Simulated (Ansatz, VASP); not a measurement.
**CaBeCdP2 in VASP and in Ansatz**

```
Ca Be Cd P
1.0
     4.52201    0.00000    0.00000
     0.00000    4.52201    0.00000
     0.00000    0.00000    4.71984
Ca Be Cd P
1 1 1 2
Cartesian
  0.0000 0.0000 0.0000
  2.2610 2.2610 2.3599
  2.2610 2.2610 0.0000
  2.2610 0.0000 2.3599
  0.0000 2.2610 2.3599
```

Change from the starting cell: species swapped into the ErBPd2Rh type (P4/mmm, No. 123).

Alike in both runs: functional PBE; k mesh 8 × 8 × 8; occupations gaussian, width 0.1 eV; no spin polarisation.

Ansatz relaxed the structure, and its values are those at the end. VASP's run is a single point on that final structure, the one shown.

|  | VASP | Ansatz |
| --- | --- | --- |
| version | VASP 6.6.1 | Ansatz 0.2.0 |
| potentials or method | VASP PAW PBE potentials, release 64 (Ca_sv, Be, Cd, P), cutoff 520 eV | scalar-relativistic, plane waves, PAW |
| valence electrons in the cell | 34 | 42 |

|  | VASP | Ansatz | Ansatz less VASP |
| --- | --- | --- | --- |
| gap on the k mesh at the Fermi level (eV) | none | none | - |
| pressure (GPa) | 0.1 | 0.0 | -0.13 |

A gap of «none» marks a metal or a gap that the smearing closes. VASP's potentials hold 34 valence electrons a cell and Ansatz's 42, so a difference there can come from the potentials and not from the codes.
